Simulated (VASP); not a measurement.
Al2Cu:

```xyz
6
Lattice="-2.9964 2.9964 2.4142 2.9964 -2.9964 2.4142 2.9964 2.9964 -2.4142" Properties=species:S:1:pos:R:3 pbc="T T T"
Al    0.9548    3.9512    0.0000
Al    2.0416    0.9548    0.0000
Al    2.0416   -0.9548    2.4142
Al    0.9548    2.0416    2.4142
Cu    0.0000    0.0000    1.2071
Cu    0.0000    0.0000    3.6214
```

Base run:

* Program: VASP 6.6.1
* Functional: PBEsol
* Potentials or basis: VASP PAW PBE potentials, release 64 (Al, Cu)
* Cutoff: 520 eV
* k mesh: 10 × 10 × 10
* Occupations: gaussian, width 0.1 eV
* Spin: no spin polarisation

Its results: band gap on the k mesh zero (band 17 reaches 10.84 eV, above the bottom of band 18 at 6.43 eV); pressure 0.3 GPa.

Problem. The run is repeated on the same cell with these changes: dispersion from none to D3(BJ). What comes out?

Solution. Band gap on the k mesh zero (band 17 reaches 10.84 eV, above the bottom of band 18 at 6.43 eV); pressure -4.0 GPa.

Dispersion adds attraction, which lowers the pressure at fixed volume and, as a term added to the energy, leaves the levels alone.

Caveats: the PAW data sets were made with another functional, which shifts forces and pressure a little; three body term missing (some runs); pairwise dispersion overbinds metals, which lowers pressure and volume (some runs).
